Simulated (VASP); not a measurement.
SnPbO2, 4 atoms in the cell. The structure is tetragonal, space group P4mm (No. 99). Conventional cell: a = 3.868 Å, b = 3.868 Å, c = 4.898 Å, α = 90.00°, β = 90.00°, γ = 90.00°. Sn (site symmetry 4mm) has 4 O at 2.19 Å within 2.9 Å. Pb (site symmetry 4mm) has 4 O at 2.34 Å within 3.1 Å. O (site symmetry 2mm) has 2 Sn at 2.19 Å and 2 Pb at 2.34 Å and 4 O at 2.74 Å within 2.9 Å. 

* Program: VASP 6.6.1
* Task: single point
* Functional: PBE
* Potentials or basis: VASP PAW PBE potentials, release 64 (Sn_d, Pb_d, O)
* Cutoff: 520 eV
* k mesh: 6 × 6 × 6
* Occupations: fermi-dirac, width 0.02 eV
* Spin: no spin polarisation
* Dipole correction: no
* Further INCAR settings: ALGO = Normal; EDIFF = 1e-06; NBANDS = 28

Potentials or basis: VASP PAW PBE potentials, release 64 (Sn_d, Pb_d, O).

Run with:

```sh
$ cat potpaw_PBE.64/Sn_d/POTCAR potpaw_PBE.64/Pb_d/POTCAR potpaw_PBE.64/O/POTCAR > POTCAR
$ mpirun -np 1 vasp_std > vasp.out
```

Hardware: 1 thread of Intel(R) Xeon(R) 6975P-C (Granite Rapids), with other jobs on the host.

Question: Estimate the wall time of this run.

Answer: Run time: 30 s on 1 thread of Intel(R) Xeon(R) 6975P-C (Granite Rapids), on a shared host, peak memory 0.23 GiB. Counts: scf iterations 14, k points 40.
